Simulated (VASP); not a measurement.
Here is a VASP 6.6.1 calculation.

INCAR

```
ALGO = Normal
EDIFF = 1E-6
EDIFFG = -0.01
ENCUT = 600
GGA = PS
IBRION = 2
ISIF = 4
ISMEAR = 0
LASPH = True
LCHARG = False
LREAL = False
LWAVE = False
NELM = 60
NSW = 60
PREC = Accurate
SIGMA = 0.05
```

Contents of KPOINTS:

```
k-points
0
Gamma
  10 10 10
```

Contents of POSCAR:

```
SrO
1.0
    3.5255553307      0.0000000000      0.0000000000
   -1.7627776653      3.0532204788      0.0000000000
    0.0000000000      0.0000000000      3.1963939343
Sr O
1 1
Direct
    0.0000000000      0.0000000000      0.0000000000
    0.6666666667      0.3333333333      0.5000000000
```

Potentials or basis: VASP PAW PBE potentials, release 64 (Sr_sv, O).

The run is started by

```bash
$ cat potpaw_PBE.64/Sr_sv/POTCAR potpaw_PBE.64/O/POTCAR > POTCAR
$ mpirun -np 1 vasp_std > vasp.out
```

Q: Estimate the band gap on the k mesh.

A: 2.69 eV, direct.

Final structure:
```yaml
crystal:
  lattice:
    - [3.52681, 0.00000, 0.00000]
    - [-1.76340, 3.05431, 0.00000]
    - [0.00000, 0.00000, 3.19412]
  atoms:
    - { symbol: Sr, position: [0.00000, 0.00000, 0.00000] }
    - { symbol: O, position: [0.66667, 0.33333, 0.50000] }
```

 A k mesh can miss the band edges.
